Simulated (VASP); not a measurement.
Input of a VASP 6.6.1 run:

INCAR

```
  PREC = Accurate
  ENCUT = 520
  EDIFF = 1E-7
  ISMEAR = 0
  SIGMA = 0.1
  LREAL = F
  LASPH = T
  NELM = 100
  ALGO = Normal
  ISIF = 2
  LWAVE = F
  LCHARG = F
  GGA = PE
  NBANDS = 16
```

Contents of KPOINTS:

```
regular mesh
0
Gamma
  12 12 12
```

The input POSCAR:

```
GaSb
1.0
    0.0000000000      3.0950350200      3.0950350200
    3.0950350200      0.0000000000      3.0950350200
    3.0950350200      3.0950350200      0.0000000000
Ga Sb
1 1
Direct
    0.0000000000      0.0000000000      0.0000000000
    0.7500000000      0.7500000000      0.7500000000
```

Potentials or basis: VASP PAW PBE potentials, release 64 (Ga_d, Sb).

Run with:

```bash
$ cat potpaw_PBE.64/Ga_d/POTCAR potpaw_PBE.64/Sb/POTCAR > POTCAR
$ mpirun -np 1 vasp_std > vasp.out
```

Estimate the pressure.

0.6 GPa.

Estimate the band gap on the k mesh.

zero (filled and empty bands touch).

Caveat: the cell differs from its parent crystal (strained); spin-orbit coupling is left out, which moves the levels of the heavy elements.
